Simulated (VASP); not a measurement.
Set up this calculation in VASP 6.6.1, as the native input.

```
Task                   : single point
Functional             : PBEsol
Potentials or basis    : VASP PAW PBE potentials, release 64 (Sn_d, Se)
Cutoff                 : 520 eV
k mesh                 : 12 × 12 × 6
Occupations            : gaussian, width 0.02 eV
Spin                   : no spin polarisation
Dipole correction      : no
Further INCAR settings : ALGO = Normal; EDIFF = 1e-07; NBANDS = 20
```

The structure of SnSe2 lies in POSCAR:

```
SnSe2
1.0
    3.8174487349      0.0000000000      0.0000000000
   -1.9087243674      3.3060075820      0.0000000000
    0.0000000000      0.0000000000      6.1546758455
Sn Se
1 2
Direct
    0.0000000000      0.0000000000      0.0000000000
    0.6666666667      0.3333333333      0.7421700586
    0.3333333333      0.6666666667      0.2578299414
```

The input as run:

INCAR

```
SYSTEM = SnSe2
PREC = Accurate ; ENCUT = 520
EDIFF = 1E-7 ; ISMEAR = 0
SIGMA = 0.02 ; LREAL = .False.
LASPH = .True. ; NELM = 100
ALGO = Normal ; ISIF = 2
LWAVE = .False. ; LCHARG = .False.
GGA = PS ; NBANDS = 20
```

KPOINTS

```
Automatic mesh
0
Gamma
  12 12 6
  0 0 0
```

Potentials or basis: VASP PAW PBE potentials, release 64 (Sn_d, Se).

The run is started by

```sh
$ cat potpaw_PBE.64/Sn_d/POTCAR potpaw_PBE.64/Se/POTCAR > POTCAR
$ mpirun -np 1 vasp_std > vasp.out
```

It gave:

```
Pressure               : 0.1 GPa
Largest force          : 0.018 eV/Å
Band gap on the k mesh : 0.49 eV, indirect (least direct gap 0.99 eV)
```

Caveat: the PAW data sets were made with another functional, which shifts forces and pressure a little; spin-orbit coupling is left out, which moves the levels of the heavy elements; this functional lacks dispersion, which binds the layers, so the pressure and a relaxed spacing across them are unreliable.

It took 2.5 min on 1 thread of Intel Xeon 8259CL, on a shared host, peak memory 0.29 GiB.
